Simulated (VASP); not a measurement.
A run of VASP 6.6.1 is set up as follows.

File INCAR:

```
PREC = Accurate ; ENCUT = 520
EDIFF = 1E-6 ; ISMEAR = -1
SIGMA = 0.05 ; LREAL = F
LASPH = T ; NELM = 80
ALGO = Normal ; ISIF = 2
LWAVE = F ; LCHARG = T
GGA = PE ; LELF = T
LVHAR = T ; NBANDS = 63
```

The input KPOINTS:

```
Automatic mesh
0
Gamma
  4 4 3
```

Contents of POSCAR:

```
HfIn4SiO6
1.0
    2.6984568713     -4.6735902057      0.0094473639
    2.6984568713      4.6735902057      0.0094473639
   -1.8637002278      0.0000000000      7.2806152707
Hf In Si O
1 4 1 6
Direct
    0.7882624851      0.2117375149      0.0000000000
    0.6210989156      0.3789010844      0.5000000000
    0.4549076720      0.5450923280      0.0000000000
    0.2855582416      0.7144417584      0.5000000000
    0.9578528079      0.0421471921      0.5000000000
    0.1215992457      0.8784007543      0.0000000000
    0.0607592619      0.1124409040      0.8639305253
    0.8875590960      0.9392407381      0.1360694747
    0.7948329101      0.5372060388      0.8639271609
    0.4627939612      0.2051670899      0.1360728391
    0.1535376572      0.6299222542      0.1359523296
    0.3700777458      0.8464623428      0.8640476704
```

Potentials or basis: VASP PAW PBE potentials, release 64 (Hf_pv, In_d, Si, O).

Run with:

```sh
$ cat potpaw_PBE.64/Hf_pv/POTCAR potpaw_PBE.64/In_d/POTCAR potpaw_PBE.64/Si/POTCAR potpaw_PBE.64/O/POTCAR > POTCAR
$ mpirun -np 1 vasp_std > vasp.out
```

**Question.** Predict the band gap on the k mesh.

**Answer.** Zero (bands 51 and 52 overlap by 1.20 eV).

**Question.** Estimate the pressure.

**Answer.** 1.6 GPa.

**Question.** What does it give for the largest force?

**Answer.** 0.140 eV/Å.

Stress tensor (GPa, compression positive):
```
1.53 0.00 0.01
0.00 1.52 0.00
0.01 0.00 1.64
```

Caveat: spin-orbit coupling is left out, which moves the levels of the heavy elements.
